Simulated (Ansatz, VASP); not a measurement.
# SiGe in VASP and in Ansatz

```
CELL_PARAMETERS angstrom
3.59250 0.00000 0.00000
-1.79625 3.11120 0.00000
0.00000 0.00000 7.12214
ATOMIC_POSITIONS crystal
Si 0.66667 0.33333 0.87450
Si 0.33333 0.66667 0.37450
Ge 0.66667 0.33333 0.50050
Ge 0.33333 0.66667 0.00050
```

Alike in both runs: task single point; functional LDA; k mesh 12 × 12 × 6; occupations gaussian, width 0.03 eV; no spin polarisation.

```csv
,VASP,Ansatz
version,VASP 6.6.1,Ansatz 0.2.0
potentials or method,"VASP PAW LDA potentials, release 64 (Si, Ge_d), cutoff 520 eV","scalar-relativistic, plane waves, PAW"
valence electrons in the cell,36,36
```

|  | VASP | Ansatz | Ansatz less VASP |
| --- | --- | --- | --- |
| gap on the k mesh at the Fermi level (eV) | none | none | - |
| pressure (GPa) | 8.1 | 8.1 | -0.07 |
| traceless stress, the component that is largest in VASP (GPa) | -20.66 | -20.58 | +0.079 |
| rms of the force components (eV/Å) | 0.766 | 0.760 | -0.0061 |

Ansatz warns that its potentials were made for another functional, while VASP's fit it. LDA's correlation is that of Perdew and Zunger in VASP and of Perdew and Wang (1992) in Ansatz. Atom by atom the forces differ by 0.006 eV/Å (rms over components). A gap of «none» marks a metal or a gap that the smearing closes.
